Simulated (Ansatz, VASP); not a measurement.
## MgO: VASP beside Ansatz

The input INCAR:

```
ALGO = Normal ; EDIFF = 1E-6
ENCUT = 520 ; GGA = PE
ISIF = 2 ; ISMEAR = 0
LASPH = True ; LCHARG = False
LREAL = False ; LWAVE = False
NBANDS = 16 ; NELM = 60
PREC = Accurate ; SIGMA = 0.01
```

KPOINTS

```
k-points
0
Gamma
  12 12 6
```

File POSCAR:

```
MgO
1.0
    3.4840796602      0.0000000000      0.0000000000
   -1.7420398301      3.0173014945      0.0000000000
    0.0000000000      0.0000000000      4.1853171886
Mg O
2 2
Direct
    0.6666666667      0.3333333333      0.7500000000
    0.3333333333      0.6666666667      0.2500000000
    0.6666666667      0.3333333333      0.2500000000
    0.3333333333      0.6666666667      0.7500000000
```

Input for Ansatz:

```yaml
crystal:
  lattice:
    - [3.4840796602, 0.0, 0.0]
    - [-1.7420398301, 3.0173014945, 0.0]
    - [0.0, 0.0, 4.1853171886]
  atoms:
    - { symbol: Mg, position: [0.6666666667, 0.3333333333, 0.75] }
    - { symbol: Mg, position: [0.3333333333, 0.6666666667, 0.25] }
    - { symbol: O, position: [0.6666666667, 0.3333333333, 0.25] }
    - { symbol: O, position: [0.3333333333, 0.6666666667, 0.75] }
kpoints:
  mp_grid: { grid: [12, 12, 6] }
  band_path:
    path:
      - [0.0, 0.0, 0.0]
      - [0.5, 0.0, 0.0]
      - [0.3333333333, 0.3333333333, 0.0]
      - [0.0, 0.0, 0.5]
      - [0.5, 0.0, 0.5]
      - [0.3333333333, 0.3333333333, 0.5]
    npoints: 1
hamiltonian:
  xc: pbe
scf:
  occupations: { method: fixed }
  n_extra_bands: 5
output:
  forces: true
  stress: true
  eigenvalues: true
```

Alike in both runs: task single point; functional PBE; k mesh 12 × 12 × 6; no spin polarisation.

|  | VASP | Ansatz |
| --- | --- | --- |
| version | VASP 6.6.1 | Ansatz 0.2.0 |
| potentials or method | VASP PAW PBE potentials, release 64 (Mg, O) | plane waves, PAW |
| plane-wave cutoff (eV) | 520 | 420 |
| occupations | gaussian, width 0.01 eV | fixed |
| valence electrons in the cell | 16 | 32 |

|  | VASP | Ansatz | Ansatz less VASP |
| --- | --- | --- | --- |
| gap on the k mesh at the Fermi level (eV) | 3.43 | 3.45 | +0.016 |
| pressure (GPa) | 4.0 | 4.5 | +0.49 |
| traceless stress, the component that is largest in VASP (GPa) | 0.32 | 0.42 | +0.104 |

VASP's potentials hold 16 valence electrons a cell and Ansatz's 32, so a difference there can come from the potentials and not from the codes.
